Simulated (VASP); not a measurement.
Write the native input for VASP 6.6.1 that does the following.

* Task: single point
* Functional: PBE
* Potentials or basis: VASP PAW PBE potentials, release 64 (Ga_d)
* Cutoff: 520 eV
* k mesh: 14 × 14 × 14
* Occupations: fermi-dirac, width 0.0612256 eV
* Spin: no spin polarisation
* Dipole correction: no
* Further INCAR settings: ALGO = Normal; EDIFF = 1e-06; NBANDS = 12

The structure of Ga lies in POSCAR:

```
Ga
1.0
    2.7201811983      0.0000000000      0.0000000000
    0.0000000000      2.7201811983      0.0000000000
    0.0000000000      0.0000000000      2.7201811983
Ga
1
Direct
    0.0000000000      0.0000000000      0.0000000000
```

The input as run:

INCAR

```
PREC = Accurate
ENCUT = 520
EDIFF = 1E-6
ISMEAR = -1
SIGMA = 0.06122561905347299
LREAL = False
LASPH = True
NELM = 60
ALGO = Normal
ISIF = 2
LWAVE = False
LCHARG = False
GGA = PE
NBANDS = 12
```

KPOINTS

```
regular mesh
0
Gamma
  14 14 14
```

Potentials or basis: VASP PAW PBE potentials, release 64 (Ga_d).

The run is started by

```console
$ cat potpaw_PBE.64/Ga_d/POTCAR > POTCAR
$ mpirun -np 1 vasp_std > vasp.out
```

It gave:

| Quantity | Value |
| --- | --- |
| Pressure | 0.0 GPa |

Run time: 12 s on 1 thread of Intel Xeon 6975P-C, on a shared host, peak memory 0.14 GiB.
